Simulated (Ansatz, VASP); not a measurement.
## One calculation of Ti2BN3, two programs

Contents of INCAR:

```
PREC     = Accurate       # precision mode
ENCUT    = 600            # plane-wave cutoff, eV
EDIFF    = 1E-6           # SCF threshold, eV
ISMEAR   = 0              # smearing method
SIGMA    = 0.1            # smearing width, eV
LREAL    = False          # projectors in reciprocal space
LASPH    = True           # aspherical terms in the spheres
NELM     = 100            # most SCF steps
ALGO     = Normal         # electronic algorithm
ISIF     = 3              # what is computed and relaxed
LWAVE    = False          # write WAVECAR
LCHARG   = False          # write CHGCAR
GGA      = PE             # functional
IBRION   = 2              # ionic algorithm
NSW      = 100            # ionic steps
EDIFFG   = -0.01          # ionic threshold
```

KPOINTS

```
regular mesh
0
Gamma
  18 18 6
```

The input POSCAR:

```
Ti2BN3
1.0
    2.8438024776      0.0000000000      0.0000000000
   -1.4219012388      2.4628051890      0.0000000000
    0.0000000000      0.0000000000      7.1201175285
Ti B N
2 1 3
Direct
    0.3333333333      0.6666666667      0.6698729144
    0.6666666667      0.3333333333      0.3301270856
    0.0000000000      0.0000000000      0.0000000000
    0.0000000000      0.0000000000      0.5000000000
    0.3333333333      0.6666666667      0.1348217318
    0.6666666667      0.3333333333      0.8651782682
```

Input for Ansatz:

```yaml
crystal:
  lattice:
    - [2.8438024776, 0.0, 0.0]
    - [-1.4219012388, 2.462805189, 0.0]
    - [0.0, 0.0, 7.1201175285]
  atoms:
    - { symbol: Ti, position: [0.3333333333, 0.6666666667, 0.6698729144] }
    - { symbol: Ti, position: [0.6666666667, 0.3333333333, 0.3301270856] }
    - { symbol: B, position: [0.0, 0.0, 0.0] }
    - { symbol: "N", position: [0.0, 0.0, 0.5] }
    - { symbol: "N", position: [0.3333333333, 0.6666666667, 0.1348217318] }
    - { symbol: "N", position: [0.6666666667, 0.3333333333, 0.8651782682] }
basis:
  ecutwfc: 420
kpoints:
  mp_grid: { grid: [18, 18, 6] }
hamiltonian:
  xc: pbe
scf:
  occupations: { method: gaussian, width: 0.1 }
output:
  forces: true
  stress: true
  eigenvalues: true
relax:
  adjacent_minimum: "off"
  f_tol: 0.01
  max_steps: 80
  cell: { stress_tol: 0.05 }
```

Change from the starting cell: species swapped into the Zr3HC2 type (P-3m1, No. 164).

Alike in both runs: task relaxation of cell and atoms; functional PBE; k mesh 18 × 18 × 6; occupations gaussian, width 0.1 eV; no spin polarisation.

```csv
,VASP,Ansatz
version,VASP 6.6.1,Ansatz 0.2.0
potentials or method,"VASP PAW PBE potentials, release 64 (Ti_sv, B, N), cutoff 600 eV","scalar-relativistic, plane waves, PAW"
valence electrons in the cell,42,42
```

|  | VASP | Ansatz | Ansatz less VASP |
| --- | --- | --- | --- |
| gap on the k mesh at the Fermi level, each at its own relaxed structure (eV) | none | none | - |
| relaxed volume (Å³/atom) | 8.31 | 8.31 | +0.001 |
| relaxed length of the cell vector where the two differ most in proportion (Å) | 7.137 | 7.133 | -0.0043 |

A gap of «none» marks a metal or a gap that the smearing closes.
